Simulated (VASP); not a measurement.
# Se (Pm-3m) in VASP: notebook

The runs below take Se through single point, with RPBE.

Program: VASP 6.6.1. These are calculated values, not measurements. Logs are shortened: lines on timing, memory, paths and dates and some standing lists are left out, and cuts for length are marked.

**1. The cell of the first run**

The structure is cubic, space group Pm-3m (No. 221). The conventional cell has a = 2.777 Å, b = 2.777 Å, c = 2.777 Å, α = 90.00°, β = 90.00°, γ = 90.00°. Se (site symmetry m-3m) has 6 Se at 2.78 Å within 3.7 Å.

**2. Single point, RPBE (volume scaled by 0.92)**

File INCAR:

```
PREC = Accurate
ENCUT = 520
EDIFF = 1E-7
ISMEAR = -1
SIGMA = 0.1
LREAL = F
LASPH = T
NELM = 80
ALGO = Normal
ISIF = 2
LWAVE = F
LCHARG = T
GGA = RP
LELF = T
LVHAR = T
NBANDS = 9
```

File KPOINTS:

```
regular mesh
0
Gamma
  12 12 12
```

File POSCAR:

```
Se
1.0
    2.7770827493      0.0000000000      0.0000000000
    0.0000000000      2.7770827493      0.0000000000
    0.0000000000      0.0000000000      2.7770827493
Se
1
Direct
    0.0000000000      0.0000000000      0.0000000000
```

Potentials or basis: VASP PAW PBE potentials, release 64 (Se).

Launch:

```bash
$ cat potpaw_PBE.64/Se/POTCAR > POTCAR
$ mpirun -np 1 vasp_std > vasp.out
```

OUTCAR:

```text
PREC = Accurate
   ENCUT = 520
   EDIFF = 1E-7
   ISMEAR = -1
   LREAL = F
   LASPH = T
   NELM = 80
   ISIF = 2
   GGA = RP

 ion  position               nearest neighbor table
   1  0.000  0.000  0.000-

  LATTYP: Found a simple cubic cell.
 ALAT       =     2.7770827493

  Lattice vectors:

 A1 = (   2.7770827493,   0.0000000000,   0.0000000000)
 A2 = (   0.0000000000,   2.7770827493,   0.0000000000)
 A3 = (   0.0000000000,   0.0000000000,   2.7770827493)

Analysis of symmetry for initial positions (statically):
=====================================================================
 Subroutine PRICEL returns:
 Original cell was already a primitive cell.

 Routine SETGRP: Setting up the symmetry group for a
 simple cubic supercell.

 Subroutine GETGRP returns: Found 48 space group operations
 (whereof 48 operations were pure point group operations)
 out of a pool of 48 trial point group operations.

The static configuration has the point symmetry O_h .

Analysis of symmetry for dynamics (positions and initial velocities):
=====================================================================
 Subroutine PRICEL returns:
 Original cell was already a primitive cell.

 Routine SETGRP: Setting up the symmetry group for a
 simple cubic supercell.

 Subroutine GETGRP returns: Found 48 space group operations
 (whereof 48 operations were pure point group operations)
 out of a pool of 48 trial point group operations.

The dynamic configuration has the point symmetry O_h .

 Subroutine INISYM returns: Found 48 space group operations
 (whereof 48 operations are pure point group operations),
 and found     1 'primitive' translations

----------------------------------------------------------------------------------------

                                     Primitive cell

  volume of cell :      21.4174

  direct lattice vectors                    reciprocal lattice vectors
     2.777082749  0.000000000  0.000000000     0.360090098  0.000000000  0.000000000
     0.000000000  2.777082749  0.000000000     0.000000000  0.360090098  0.000000000
     0.000000000  0.000000000  2.777082749     0.000000000  0.000000000  0.360090098

  length of vectors
     2.777082749  2.777082749  2.777082749     0.360090098  0.360090098  0.360090098

  position of ions in fractional coordinates (direct lattice)
     0.000000000  0.000000000  0.000000000

  ion indices of the primitive-cell ions
   primitive index   ion index
                 1           1

----------------------------------------------------------------------------------------

 KPOINTS: regular mesh

Automatic generation of k-mesh.
 Grid dimensions read from file:
 generate k-points for:   12   12   12

 Generating k-lattice:

  Cartesian coordinates                     Fractional coordinates (reciprocal lattice)
     0.030007508  0.000000000  0.000000000     0.083333333  0.000000000  0.000000000
     0.000000000  0.030007508  0.000000000     0.000000000  0.083333333  0.000000000
     0.000000000  0.000000000  0.030007508     0.000000000  0.000000000  0.083333333

  Length of vectors
     0.030007508  0.030007508  0.030007508

  Shift w.r.t. Gamma in fractional coordinates (k-lattice)
     0.000000000  0.000000000  0.000000000

 Subroutine IBZKPT returns following result:
 ===========================================

 Found     84 irreducible k-points:

 Following reciprocal coordinates:
            Coordinates               Weight
  0.000000  0.000000  0.000000      1.000000
  0.083333  0.000000  0.000000      6.000000
  0.166667  0.000000  0.000000      6.000000
  0.250000  0.000000  0.000000      6.000000
  0.333333  0.000000  0.000000      6.000000
  0.416667  0.000000  0.000000      6.000000
[... 16 lines left out ...]
  0.333333  0.333333  0.000000     12.000000
  0.416667  0.333333  0.000000     24.000000
 [... further k-points ...]
   k-points           NKPTS =     84   k-points in BZ     NKDIM =     84   number of bands    NBANDS=      9
   number of dos      NEDOS =    301   number of ions     NIONS =      1
   total plane-waves  NPLWV =  13824
   dimension x,y,z NGX =    24 NGY =   24 NGZ =   24
   dimension x,y,z NGXF=    48 NGYF=   48 NGZF=   48
   ions per type =               1
   NGX,Y,Z   is equivalent  to a cutoff of  14.37, 14.37, 14.37 a.u.
   NGXF,Y,Z  is equivalent  to a cutoff of  28.73, 28.73, 28.73 a.u.
 SYSTEM =  unknown system
   PREC   = accura    normal or accurate (medium, high low for compatibility)
   ISTART =      0    job   : 0-new  1-cont  2-samecut
   ICHARG =      2    charge: 1-file 2-atom 10-const
   ISPIN  =      1    spin polarized calculation?
   LNONCOLLINEAR =      F non collinear calculations
   LSORBIT =      F    spin-orbit coupling
   LASPH  =      T    aspherical Exc in radial PAW
   ENCUT  =  520.0 eV  38.22 Ry    6.18 a.u.   5.16  5.16  5.16*2*pi/ulx,y,z
   NELM   =     80;   NELMIN=  2; NELMDL= -5     # of ELM steps
   EDIFF  = 0.1E-06   stopping-criterion for ELM
   LREAL  =      F    real-space projection
   EDIFFG = 0.1E-05   stopping-criterion for IOM
   NSW    =      0    number of steps for IOM
   IBRION =     -1    ionic relax: 0-MD 1-quasi-New 2-CG
   NFREE  =      0    steps in history (QN), initial steepest desc. (CG)
   ISIF   =      2    stress and relaxation
   ISYM   =      2    0-nonsym 1-usesym 2-fastsym
   POTIM  = 0.5000    time-step for ionic-motion
   TEBEG  =    0.0;   TEEND  =   0.0 temperature during run
   PSTRESS=    0.0 pullay stress
   NELECT =       6.0000    total number of electrons
   NUPDOWN=      -1.0000    fix difference up-down
   EMIN   =  10.00;   EMAX   =-10.00  energy-range for DOS
   EFERMI =   0.00;   METHOD = LEGACY
   ISMEAR =    -1;   SIGMA  =   0.10  broadening in eV -4-tet -1-fermi 0-gaus
   EFERMI_NEDOS =   21; number of points for ismear=-14 and -15
   IALGO  =     38    algorithm
   IMIX   =      4    mixing-type and parameters
     AMIX     =   0.40;   BMIX     =  1.00
     AMIX_MAG =   1.60;   BMIX_MAG =  1.00
  volume/ion in A,a.u.               =      21.42       144.53
  Fermi-wavevector in a.u.,A,eV,Ry     =   1.071198  2.024271 15.612212  1.147465
  Thomas-Fermi vector in A             =   2.206931
   LORBIT       =      0    0 simple, 1 ext, 2 COOP (PROOUT), +10 PAW based schemes
   GGA     = RP    functional components
   LHFCALC =     F    Hartree Fock is set to
   AEXX    =    0.0000 exact exchange contribution
   IVDW    =     0    specifies the selected vdW correction
   LEPSILON=     F    determine dielectric tensor
   LRPA    =     F    only Hartree local field effects (RPA)
 non-spin polarized calculation
  energy-cutoff  :      520.00
  volume of cell :       21.42
 maximum number of plane-waves:       592
 NGX is ok and might be reduce to    24
   NGX = 11   NGY = 11   NGZ = 11

 number of electron       6.0000001 magnetization

 Free energy of the ion-electron system (eV)
  ---------------------------------------------------
  ext. energy  EPLUGINS =         0.00000000
  ---------------------------------------------------
  free energy    TOTEN  =        -2.91281271 eV

  energy without entropy =       -2.89601496  energy(sigma->0) =       -2.90441384

 E-fermi :   5.4798     XC(G=0): -10.0618

 val. band max:        5.4457531780   @ k =   0.4167   0.1667   0.0000
 cond. band min:       5.5276084488   @ k =   0.3333   0.1667   0.1667
 fundamental gap:      0.0818552708
 Fermi energy:         5.4798382403

 k-point     1 :       0.0000    0.0000    0.0000
  band No.  band energies     occupation
      1     -11.0566      2.00000
      2       6.9369      0.00000
      3       6.9369      0.00000
      4       6.9369      0.00000
      5      13.0995      0.00000
      6      13.0995      0.00000
      7      13.7851      0.00000
      8      28.1297      0.00000
      9      28.1297      0.00000

 k-point     2 :       0.0833    0.0000    0.0000
  band No.  band energies     occupation
      1     -10.9512      2.00000
      2       5.8237      0.06221
      3       7.0208      0.00000
      4       7.0208      0.00000
      5      13.2027      0.00000
      6      13.6121      0.00000
      7      14.7229      0.00000
      8      26.4330      0.00000
      9      26.4330      0.00000

 k-point     3 :       0.1667    0.0000    0.0000
  band No.  band energies     occupation
      1     -10.6429      2.00000
      2       3.7311      2.00000
      3       7.2611      0.00000
      4       7.2611      0.00000
      5      13.5049      0.00000
      6      14.0415      0.00000
      7      17.3372      0.00000
      8      24.1743      0.00000
      9      24.1743      0.00000

 k-point     4 :       0.2500    0.0000    0.0000
  band No.  band energies     occupation
      1     -10.1604      2.00000
      2       1.6282      2.00000
      3       7.6199      0.00000
      4       7.6199      0.00000
      5      13.9791      0.00000
      6      14.6605      0.00000
      7      19.9593      0.00000
      8      22.1628      0.00000
      9      22.1628      0.00000
[... 205 lines left out ...]
 k-point    22 :       0.5000    0.2500    0.0000
  band No.  band energies     occupation
      1      -7.8980      2.00000
      2      -1.1171      2.00000
      3       3.6095      2.00000
      4       9.1260      0.00000
      5      11.6462      0.00000
      6      17.2911      0.00000
      7      20.0039      0.00000
      8      21.0741      0.00000
      9      23.1327      0.00000

 k-point    23 :       0.3333    0.3333    0.0000
  band No.  band energies     occupation
      1      -8.0891      2.00000
      2       1.1119      2.00000
      3       1.2545      2.00000
      4       9.0590      0.00000
      5      11.4855      0.00000
      6      16.9154      0.00000
      7      21.6814      0.00000
      8      22.3330      0.00000
      9      23.1180      0.00000

 k-point    24 :       0.4167    0.3333    0.0000
  band No.  band energies     occupation
      1      -7.5455      2.00000
      2      -0.0986      2.00000
      3       1.6508      2.00000
      4       9.3716      0.00000
      5      10.2879      0.00000
      6      17.6548      0.00000
      7      20.9381      0.00000
      8      22.3368      0.00000
      9      22.5518      0.00000

 [... further k-points ...]
[... 5 lines left out ...]
  --------------------------------------------------------------------------------------
  -------------------------------------------------------------------------------------
  Total        0.8855399      0.8855399      0.8855399     -0.0000000     -0.0000000     -0.0000000
  in kB       66.2448668     66.2448668     66.2448668     -0.0000000     -0.0000000     -0.0000000
  external PRESSURE =      66.2448668 kB  Pullay stress =       0.0000000 kB

 VOLUME and BASIS-vectors are now :
 -----------------------------------------------------------------------------
  energy-cutoff  :      520.00
  volume of cell :       21.42
      direct lattice vectors                 reciprocal lattice vectors
     2.777082749  0.000000000  0.000000000     0.360090098  0.000000000  0.000000000
     0.000000000  2.777082749  0.000000000     0.000000000  0.360090098  0.000000000
     0.000000000  0.000000000  2.777082749     0.000000000  0.000000000  0.360090098

 POSITION                                       TOTAL-FORCE (eV/Angst)
 -----------------------------------------------------------------------------------
      0.00000      0.00000      0.00000         0.000000      0.000000      0.000000
 -----------------------------------------------------------------------------------
    total drift:                                0.000000      0.000000      0.000000

  FREE ENERGIE OF THE ION-ELECTRON SYSTEM (eV)
  ---------------------------------------------------
  free  energy   TOTEN  =        -2.9128127132 eV

  energy  without entropy=       -2.8960149648  energy(sigma->0) =       -2.90441384
```

It took 8.1 s on 1 thread of Intel Xeon 6975P-C, shared host; peak memory 0.14 GiB.

Results:

| Quantity | Value |
| --- | --- |
| Free energy | -2.9128 eV |
| Pressure | 6.6 GPa |
| Band gap on the k mesh | zero (band 3 reaches 8.49 eV, above the bottom of band 4 at 1.91 eV) |

Caveat: the PAW data sets were made with another functional, which shifts forces and pressure a little.

[end of part 1 of 2]
